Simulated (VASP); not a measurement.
# Na2HgH4: single point with PBE

Crystal: Na2HgH4.

```
CELL_PARAMETERS angstrom
0.00000 3.58489 3.58489
3.58489 0.00000 3.58489
3.58489 3.58489 0.00000
ATOMIC_POSITIONS crystal
Na 0.75000 0.75000 0.75000
Na 0.50000 0.50000 0.50000
Hg 0.25000 0.25000 0.25000
H 0.92614 0.92614 0.92614
H 0.92614 0.92614 0.22159
H 0.92614 0.22159 0.92614
H 0.22159 0.92614 0.92614
```

The cell was generated, and may not be a known phase.

```yaml
Program: VASP 6.6.1
Task: single point
Functional: PBE
Potentials_or_basis: VASP PAW PBE potentials, release 64 (Na_pv, Hg, H)
Cutoff: 520 eV
k_mesh: 4 × 4 × 4
Occupations: gaussian, width 0.1 eV
Spin: no spin polarisation
Dipole_correction: no
Further_INCAR_settings: ALGO = Normal; EDIFF = 1e-07; NBANDS = 24
```

- Pressure: -0.1 GPa
- Largest force: 0.005 eV/Å
- Band gap on the k mesh: zero (bands 15 and 16 overlap by 0.49 eV)

Forces on the atoms (eV/Å):
```
Na   0.000  0.000  0.000
Na   0.000  0.000  0.000
Hg   0.000  0.000  0.000
H    0.003  0.003  0.003
H   -0.003 -0.003  0.003
H   -0.003  0.003 -0.003
H    0.003 -0.003 -0.003
```

Levels at points of the mesh, in eV from the Fermi level:
```tsv
k point	band 11	band 12	band 13	band 14	band 15	band 16	band 17	band 18	band 19	band 20
(0.00, 0.00, 0.00)	-6.50	-6.50	-2.47	0.28	0.28	0.28	3.25	3.25	3.25	4.29
(0.50, 0.00, 0.00)	-6.48	-6.29	-4.17	-1.03	-0.11	-0.11	3.08	3.08	3.95	5.55
(0.50, 0.50, 0.00)	-6.47	-6.22	-4.17	-1.05	-1.05	-0.22	0.80	4.87	4.87	7.05
```

Run time: 17 s on 1 thread of Intel(R) Xeon(R) Platinum 8488C (Sapphire Rapids), with other jobs on the host, peak memory 0.23 GiB.

Caveat: the k points lie up to 0.38 Å⁻¹ apart; spin-orbit coupling is left out, which moves the levels of the heavy elements.
